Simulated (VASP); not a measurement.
A run of VASP 6.6.1:

The input INCAR:

```
ALGO = Normal
EDIFF = 1E-6
ENCUT = 520
GGA = PE
ISIF = 2
ISMEAR = 0
LASPH = T
LCHARG = F
LREAL = F
LWAVE = F
NBANDS = 31
NELM = 100
PREC = Accurate
SIGMA = 0.1
```

KPOINTS

```
k-points
0
Gamma
  6 6 6
```

POSCAR

```
Sc3B2P
1.0
    5.5696072600      0.0000000000      0.0000000000
   -2.7848036300      4.8234213800      0.0000000000
    0.0000000000      0.0000000000      3.2689025200
Sc B P
3 2 1
Direct
    0.0000000000      0.5000000000      0.0000000000
    0.5000000000      0.5000000000      0.0000000000
    0.5000000000      0.0000000000      0.0000000000
    0.6666666700      0.3333333300      0.5000000000
    0.3333333300      0.6666666700      0.5000000000
    0.0000000000      0.0000000000      0.5000000000
```

Potentials or basis: VASP PAW PBE potentials, release 64 (Sc_sv, B, P).

The run is started by

```sh
$ cat potpaw_PBE.64/Sc_sv/POTCAR potpaw_PBE.64/B/POTCAR potpaw_PBE.64/P/POTCAR > POTCAR
$ mpirun -np 1 vasp_std > vasp.out
```

Hardware: 1 thread of Oxide Virtual Turin-like Processor (shared host).

Task: How long does it take, and how much memory?

Result: It took 96 s on 1 thread of Oxide Virtual Turin-like Processor, with other jobs on the host, peak memory 0.2 GiB. Counts: scf iterations 15, k points 28.
